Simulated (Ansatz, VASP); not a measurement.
# Br: VASP beside Ansatz

```
Br
1.0
     3.54768   -1.97674    0.00000
     3.54768    1.97674    0.00000
     0.00000    0.00000    8.45747
Br
4
Direct
  0.84754 0.15246 0.12005
  0.65246 0.34754 0.62005
  0.15246 0.84754 0.87995
  0.34754 0.65246 0.37995
```

Alike in both runs: task single point; functional PBEsol; k mesh 8 × 8 × 4; occupations fermi-dirac, width 0.05 eV; no spin polarisation.

|  | VASP | Ansatz |
| --- | --- | --- |
| version | VASP 6.6.1 | Ansatz 0.2.0 |
| potentials or method | VASP PAW PBE potentials, release 64 (Br), cutoff 520 eV | plane waves (420 eV) with PAW, scalar-relativistic |
| valence electrons in the cell | 28 | 28 |

```csv
,VASP,Ansatz,Ansatz less VASP
pressure (GPa),1.6,1.5,-0.04
"traceless stress, the component that is largest in VASP (GPa)",-1.44,-1.38,+0.061
```

VASP's potentials were made for PBE, not for PBEsol, and Ansatz warns of the same on its side. The functional is the same, so the differences come from potentials, cutoffs and numerics.
